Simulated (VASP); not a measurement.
# As (P6_3/mmc) in VASP: notebook, part 2 of 2

VASP 6.6.1.

**3. Single point, PBEsol**

This run uses another cell than the first one, of 22.61 Å³/atom, 0.963 times its volume.

INCAR

```
SYSTEM = As
ALGO = Normal
EDIFF = 1E-6
ENCUT = 520
GGA = PS
ISIF = 2
ISMEAR = 0
LASPH = .TRUE.
LCHARG = .FALSE.
LREAL = .FALSE.
LWAVE = .FALSE.
NBANDS = 18
NELM = 80
PREC = Accurate
SIGMA = 0.1
```

KPOINTS

```
k-points
0
G
  6 6 4
  0 0 0
```

POSCAR

```
As
1.0
    4.3933278821      0.0000000000      0.0000000000
   -2.1966639410      3.8047335530      0.0000000000
    0.0000000000      0.0000000000      5.4094698599
As
4
Direct
    0.0000000000      0.0000000000      0.2500000000
    0.0000000000      0.0000000000      0.7500000000
    0.3333333333      0.6666666667      0.7500000000
    0.6666666667      0.3333333333      0.2500000000
```

Potentials or basis: VASP PAW PBE potentials, release 64 (As).

Run with:

```bash
cat potpaw_PBE.64/As/POTCAR > POTCAR
mpirun -np 1 vasp_std > vasp.out
```

OUTCAR:

```text
SYSTEM = As
   EDIFF = 1E-6
   ENCUT = 520
   GGA = PS
   ISIF = 2
   ISMEAR = 0
   LASPH = .TRUE.
   LREAL = .FALSE.
   NELM = 80
   PREC = Accurate

 ion  position               nearest neighbor table
   1  0.000  0.000  0.250-   4 2.54   4 2.54   4 2.54   2 2.70   2 2.70
   2  0.000  0.000  0.750-   3 2.54   3 2.54   3 2.54   1 2.70   1 2.70
   3  0.333  0.667  0.750-   2 2.54   2 2.54   2 2.54
   4  0.667  0.333  0.250-   1 2.54   1 2.54   1 2.54

  LATTYP: Found a hexagonal cell.
 ALAT       =     4.3933278821
 C/A-ratio  =     1.2312920877

  Lattice vectors:

 A1 = (   4.3933278821,   0.0000000000,   0.0000000000)
 A2 = (  -2.1966639410,   3.8047335530,   0.0000000000)
 A3 = (   0.0000000000,   0.0000000000,   5.4094698599)

Analysis of symmetry for initial positions (statically):
=====================================================================
 Subroutine PRICEL returns:
 Original cell was already a primitive cell.

 Routine SETGRP: Setting up the symmetry group for a
 hexagonal supercell.

 Subroutine GETGRP returns: Found 24 space group operations
 (whereof 12 operations were pure point group operations)
 out of a pool of 24 trial point group operations.

The static configuration has the point symmetry D_3d.
 The point group associated with its full space group is D_6h.

Analysis of symmetry for dynamics (positions and initial velocities):
=====================================================================
 Subroutine PRICEL returns:
 Original cell was already a primitive cell.

 Routine SETGRP: Setting up the symmetry group for a
 hexagonal supercell.

 Subroutine GETGRP returns: Found 24 space group operations
 (whereof 12 operations were pure point group operations)
 out of a pool of 24 trial point group operations.

The dynamic configuration has the point symmetry D_3d.
 The point group associated with its full space group is D_6h.

 Subroutine INISYM returns: Found 24 space group operations
[... 117 lines left out ...]
     AMIX_MAG =   1.60;   BMIX_MAG =  1.00
  volume/ion in A,a.u.               =      22.61       152.55
  Fermi-wavevector in a.u.,A,eV,Ry     =   0.990058  1.870938 13.336633  0.980215
  Thomas-Fermi vector in A             =   2.121701
   LORBIT       =      0    0 simple, 1 ext, 2 COOP (PROOUT), +10 PAW based schemes
   GGA     = PS    functional components
   LHFCALC =     F    Hartree Fock is set to
   AEXX    =    0.0000 exact exchange contribution
   IVDW    =     0    specifies the selected vdW correction
   LEPSILON=     F    determine dielectric tensor
   LRPA    =     F    only Hartree local field effects (RPA)
 non-spin polarized calculation
 Gauss-broadening in eV      SIGMA  =   0.10
  energy-cutoff  :      520.00
  volume of cell :       90.42
 maximum number of plane-waves:      2444
 NGX is ok and might be reduce to    36
   NGX = 17   NGY = 17   NGZ = 21

 number of electron      20.0000001 magnetization

 Free energy of the ion-electron system (eV)
  ---------------------------------------------------
  ext. energy  EPLUGINS =         0.00000000
  ---------------------------------------------------
  free energy    TOTEN  =       -18.70663521 eV

  energy without entropy =      -18.70174914  energy(sigma->0) =      -18.70419217

 E-fermi :   4.3309     XC(G=0):  -9.8824

 val. band max:        4.2693550932   @ k =   0.1667   0.0000   0.0000
 cond. band min:       4.5329092028   @ k =   0.1667   0.0000   0.2500
 fundamental gap:      0.2635541096
 Fermi energy:         4.3308575490

 k-point     1 :       0.0000    0.0000    0.0000
  band No.  band energies     occupation
      1     -10.0807      2.00000
      2      -7.5575      2.00000
      3      -2.8507      2.00000
      4      -1.7002      2.00000
      5      -1.0800      2.00000
      6       0.4302      2.00000
[... 418 lines left out ...]
      5      -1.2121      2.00000
      6      -1.2121      2.00000
[... 10 lines left out ...]
     17      10.8959      0.00000
     18      10.8959      0.00000

------------------------ aborting loop because EDIFF is reached ----------------------------------------

  FORCE on cell =-STRESS in cart. coord.  units (eV):
  Direction    XX          YY          ZZ          XY          YZ          ZX
  --------------------------------------------------------------------------------------
  -------------------------------------------------------------------------------------
  Total        0.2092418      0.2092418      0.0573565      0.0000000      0.0000000     -0.0000000
  in kB        3.7075458      3.7075458      1.0162964      0.0000000      0.0000000     -0.0000000
  external PRESSURE =       2.8104627 kB  Pullay stress =       0.0000000 kB

 VOLUME and BASIS-vectors are now :
 -----------------------------------------------------------------------------
  energy-cutoff  :      520.00
  volume of cell :       90.42
      direct lattice vectors                 reciprocal lattice vectors
     4.393327882  0.000000000  0.000000000     0.227617885  0.131415247  0.000000000
    -2.196663941  3.804733553  0.000000000     0.000000000  0.262830494  0.000000000
     0.000000000  0.000000000  5.409469860     0.000000000  0.000000000  0.184860999

 POSITION                                       TOTAL-FORCE (eV/Angst)
 -----------------------------------------------------------------------------------
      0.00000      0.00000      1.35237         0.000000     -0.000000      0.000000
      0.00000      0.00000      4.05710        -0.000000     -0.000000      0.000000
     -0.00000      2.53649      4.05710         0.000000     -0.000000     -0.000000
      2.19666      1.26824      1.35237        -0.000000      0.000000     -0.000000
 -----------------------------------------------------------------------------------
    total drift:                               -0.000000      0.000000     -0.000000

  FREE ENERGIE OF THE ION-ELECTRON SYSTEM (eV)
  ---------------------------------------------------
  free  energy   TOTEN  =       -18.7066352063 eV

  energy  without entropy=      -18.7017491370  energy(sigma->0) =      -18.70419217
```

Run time: 24 s. Hardware: 1 thread of Intel Xeon Platinum 8375C at 2.90GHz (Ice Lake), shared host; peak memory 0.21 GiB.

Results:

| Property | Result |
| --- | --- |
| Free energy | -18.7066 eV |
| Pressure | 0.3 GPa |
| Band gap on the k mesh | zero (band 10 reaches 5.07 eV, above the bottom of band 11 at 4.24 eV) |

Caveat: the PAW data sets were made with another functional, which shifts forces and pressure a little.

**4. Relaxation of cell and atoms, PBEsol**

This run uses another cell than the first one, of 21.30 Å³/atom, 0.907 times its volume.

INCAR

```
ALGO     = Normal         # electronic algorithm
EDIFF    = 1E-6           # SCF threshold, eV
EDIFFG   = -0.04          # ionic threshold
ENCUT    = 600            # plane-wave cutoff, eV
GGA      = PS             # functional
IBRION   = 2              # ionic algorithm
ISIF     = 3              # what is computed and relaxed
ISMEAR   = 0              # smearing method
LASPH    = True           # aspherical terms in the spheres
LCHARG   = False          # write CHGCAR
LREAL    = False          # projectors in reciprocal space
LWAVE    = False          # write WAVECAR
NELM     = 100            # most SCF steps
NSW      = 90             # ionic steps
PREC     = Accurate       # precision mode
SIGMA    = 0.1            # smearing width, eV
```

KPOINTS

```
k-points
0
Gamma
  6 6 2
```

POSCAR

```
As
1.0
    3.3058903840      0.0000000000      0.0000000000
   -1.6529451920      2.8629850546      0.0000000000
    0.0000000000      0.0000000000      9.0038477937
As
4
Direct
    0.0000000000      0.0000000000      0.2500000000
    0.0000000000      0.0000000000      0.7500000000
    0.3333333333      0.6666666667      0.7500000000
    0.6666666667      0.3333333333      0.2500000000
```

Run with:

```bash
cat potpaw_PBE.64/As/POTCAR > POTCAR
mpirun -np 1 vasp_std > vasp.out
```

It took 5.7 min on 1 thread of Intel Xeon Platinum 8375C at 2.90GHz (Ice Lake), shared host; peak memory 0.23 GiB.

The run converged. Its results:

```yaml
Free_energy: -18.6193 eV
Relaxed_volume: 23.58 Å³/atom
Relaxed_cell: a = 4.366 Å, b = 4.366 Å, c = 5.712 Å, α = 90.00°, β = 90.00°, γ = 120.00°
Space_group_after_relaxing_to_0.05_Å: P6_3/mmc (No. 194)
Energy_gained_by_relaxing: 4372.0 meV/atom
Ionic_steps: 22
Pressure_after_relaxing: 0.0 GPa
Band_gap_on_the_k_mesh: zero (band 10 reaches 4.87 eV, above the bottom of band 11 at 4.17 eV)
```

The path:
```csv
step,energy change (eV),largest force (eV/Å),pressure (GPa),volume (Å³)
1,0.0000,0.0000,100.76,85.22
2,-6.1625,0.0000,-4.86,328.84
3,-8.2438,0.0000,-6.14,284.68
4,-10.5853,0.0000,-7.40,245.63
5,-16.2483,0.0000,-2.51,155.21
6,-16.2217,0.0000,2.40,139.00
7,-16.3300,0.0000,-0.46,147.67
8,-16.3283,0.0000,-0.05,146.26
9,-16.3404,0.0000,-0.10,144.67
10,-16.3861,0.0000,-0.28,139.89
11,-16.5238,0.0000,-0.73,130.31
12,-16.9778,0.0000,-1.50,111.14
13,-15.3178,0.0000,22.24,72.69
14,-17.1588,0.0000,-1.55,104.86
15,-17.4172,0.0000,2.33,88.79
16,-17.4564,0.0000,-0.09,96.37
17,-17.4843,0.0000,0.69,93.63
18,-17.4837,0.0000,0.91,92.58
19,-17.2227,0.0000,-5.01,101.00
20,-17.4862,0.0000,0.28,93.29
21,-17.4810,0.0000,-0.58,96.19
22,-17.4881,0.0000,-0.01,94.31
```

Final structure:
```
As
1.0
     4.36615    0.00000    0.00000
    -2.18307    3.78120    0.00000
     0.00000    0.00000    5.71230
As
4
Direct
  0.00000 0.00000 0.25000
  0.00000 0.00000 0.75000
  0.33333 0.66667 0.75000
  0.66667 0.33333 0.25000
```

Levels at points of the mesh, in eV from the Fermi level:
```csv
k point,band 6,band 7,band 8,band 9,band 10,band 11,band 12,band 13,band 14
"(0.00, 0.00, 0.00)",-3.89,-3.89,-3.02,-3.02,0.69,0.81,1.12,1.12,2.01
"(0.50, 0.00, 0.00)",-4.51,-3.47,-2.21,-2.10,-1.39,0.18,4.32,4.46,4.48
"(0.00, 0.00, 0.50)",-3.43,-3.43,-3.43,-2.69,-2.69,1.16,1.16,1.16,1.16
"(0.50, 0.00, 0.50)",-4.45,-2.78,-2.78,-1.12,-1.12,0.87,0.87,4.45,4.45
```

Caveat: the k points lie up to 0.55 Å⁻¹ apart in the final cell; the PAW data sets were made with another functional, which shifts forces and pressure a little; this functional lacks dispersion, which binds the layers, so the pressure and a relaxed spacing across them are unreliable.

**5. Summary**

| task | cell | k mesh | cutoff (eV) | gap on the mesh (eV) | pressure (GPa) |
| --- | --- | --- | --- | --- | --- |
| single point | a = 4.359, b = 4.359, c = 5.707 Å, angles 90.0, 90.0, 120.0°, 4 atoms | 6 × 6 × 2 | 520 | none | 0.2 |
| single point | a = 4.393, b = 4.393, c = 5.409 Å, angles 90.0, 90.0, 120.0°, 4 atoms | 6 × 6 × 4 | 520 | none | 0.3 |
| relaxation of cell and atoms | relaxed from a = 3.306, b = 3.306, c = 9.004 Å, angles 90.0, 90.0, 120.0°, 4 atoms | 6 × 6 × 2 | 600 | none | 0.0 |

Alike in all rows: level PBEsol; potentials or basis VASP PAW PBE potentials, release 64 (As); no spin polarisation; smearing gaussian 0.1 eV.

Caveats: some runs use coarse meshes; the PAW data sets were made with another functional, which shifts forces and pressure a little; this functional lacks dispersion, which binds the layers, so the pressure and a relaxed spacing across them are unreliable (some runs).

Total energies depend on the potentials used, so only differences within one code and one set of settings carry meaning.
